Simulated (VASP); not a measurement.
Input of a VASP 6.6.1 run:

INCAR

```
SYSTEM = GaN
PREC = Accurate ; ENCUT = 520
EDIFF = 1E-7 ; ISMEAR = -1
SIGMA = 0.05 ; LREAL = .False.
LASPH = .True. ; NELM = 80
ALGO = Normal ; ISIF = 2
LWAVE = .False. ; LCHARG = .False.
GGA = PE ; ALDAC = 0.0
AGGAC = 0.0 ; NBANDS = 26
```

KPOINTS

```
Automatic mesh
0
Gamma
  10 10 5
  0 0 0
```

File POSCAR:

```
GaN
1.0
    3.1370217585      0.0000000000      0.0000000000
   -1.5685108793      2.7167405351      0.0000000000
    0.0000000000      0.0000000000      5.0961806304
Ga N
2 2
Direct
    0.6666666667      0.3333333333      0.5000000000
    0.3333333333      0.6666666667      0.0000000000
    0.6666666667      0.3333333333      0.8750000000
    0.3333333333      0.6666666667      0.3750000000
```

Potentials or basis: VASP PAW PBE potentials, release 64 (Ga_d, N).

Launch:

```console
$ cat potpaw_PBE.64/Ga_d/POTCAR potpaw_PBE.64/N/POTCAR > POTCAR
$ mpirun -np 1 vasp_std > vasp.out
```

Problem. Estimate the pressure.

Solution. 37.4 GPa.

Problem. What does it give for the largest force?

Solution. 0.143 eV/Å.

Problem. Estimate the band gap on the k mesh.

Solution. 2.35 eV.

Stress tensor (GPa, compression positive):
```
36.27  0.00  0.00
 0.00 36.27  0.00
 0.00  0.00 39.52
```

Caveat: the cell stands under pressure.
